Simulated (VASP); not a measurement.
GaN: relaxation of cell and atoms with BLYP+D3(BJ)

The system is GaN.

```
Ga N
1.0
     2.98064    0.00000    0.00000
    -1.49032    2.58131    0.00000
     0.00000    0.00000    2.68337
Ga N
1 1
Direct
  0.66667 0.33333 0.50000
  0.00000 0.00000 0.00000
```

| Quantity | Value |
| --- | --- |
| Program | VASP 6.6.1 |
| Task | relaxation of cell and atoms |
| Functional | BLYP |
| Dispersion | D3(BJ) |
| Potentials or basis | VASP PAW PBE potentials, release 64 (Ga_d, N) |
| Cutoff | 600 eV |
| k mesh | 10 × 10 × 10 |
| Occupations | fermi-dirac, width 0.05 eV |
| Spin | no spin polarisation |
| Dipole correction | no |
| Further INCAR settings | ALGO = Normal; EDIFF = 1e-06; IBRION = 2; EDIFFG = -0.01; NSW = 60; ISIF = 3 |

| Property | Result |
| --- | --- |
| Relaxed volume | 10.23 Å³/atom |
| Relaxed cell | a = 2.971 Å, b = 2.971 Å, c = 2.676 Å, α = 90.00°, β = 90.00°, γ = 120.00° |
| Space group after relaxing (to 0.1 Å) | P-6m2 (No. 187) |
| Energy gained by relaxing | 0.4 meV/atom |
| Ionic steps | 8 |
| Pressure after relaxing | -0.1 GPa |
| Band gap on the k mesh | zero (bands 9 and 10 overlap by 1.01 eV) |
| Dispersion energy per atom | -0.625 eV |

Stress tensor (GPa, compression positive):
```
-0.09  0.00  0.00
 0.00 -0.09  0.00
 0.00  0.00  0.00
```

Step by step:
```
step  energy change (eV)  largest force (eV/Å)  pressure (GPa)  volume (Å³)
   1              0.0000                0.0001           -1.47        20.65
   2             -0.0005                0.0001            0.90        20.36
   3             -0.0008                0.0001           -0.36        20.47
   4             -0.0008                0.0001            0.27        20.45
   5             -0.0008                0.0001            0.04        20.46
   6             -0.0008                0.0001           -0.11        20.46
   7             -0.0008                0.0000            0.11        20.45
   8             -0.0008                0.0000           -0.06        20.46
```

Final structure:
```cif
data_structure
_symmetry_space_group_name_H-M 'P 1'
_symmetry_Int_Tables_number 1
_cell_length_a 2.9712
_cell_length_b 2.9712
_cell_length_c 2.6756
_cell_angle_alpha 90.000
_cell_angle_beta 90.000
_cell_angle_gamma 120.000
_cell_volume 20.46
loop_
_atom_site_label
_atom_site_type_symbol
_atom_site_fract_x
_atom_site_fract_y
_atom_site_fract_z
_atom_site_occupancy
Ga1 Ga 0.66667 0.33333 0.50000 1
N1 N 0.00000 0.00000 0.00000 1
```

Levels at points of the mesh, in eV from the Fermi level:
| k point | band 5 | band 6 | band 7 | band 8 | band 9 | band 10 | band 11 | band 12 | band 13 |
| --- | --- | --- | --- | --- | --- | --- | --- | --- | --- |
| (0.00, 0.00, 0.00) | -14.72 | -14.72 | -1.24 | -0.96 | -0.96 | -0.15 | 9.72 | 9.72 | 11.31 |
| (0.50, 0.00, 0.00) | -14.75 | -13.76 | -8.55 | -2.78 | 0.11 | 2.63 | 7.19 | 11.83 | 12.73 |
| (0.50, 0.50, 0.00) | -14.75 | -13.76 | -8.55 | -2.78 | 0.11 | 2.63 | 7.19 | 11.83 | 12.73 |
| (0.00, 0.00, 0.50) | -14.90 | -14.53 | -9.23 | -0.06 | -0.06 | 5.60 | 5.87 | 12.47 | 12.47 |
| (0.50, 0.00, 0.50) | -14.59 | -11.71 | -6.00 | -5.27 | -1.15 | -0.65 | 7.53 | 7.97 | 8.05 |
| (0.50, 0.50, 0.50) | -14.59 | -11.71 | -6.00 | -5.27 | -1.15 | -0.65 | 7.53 | 7.97 | 8.05 |

Run time: 4.2 min on 1 thread of Intel Xeon 8259CL (shared host), peak memory 0.21 GiB.

Caveat: the PAW data sets were made with another functional, which shifts forces and pressure a little.
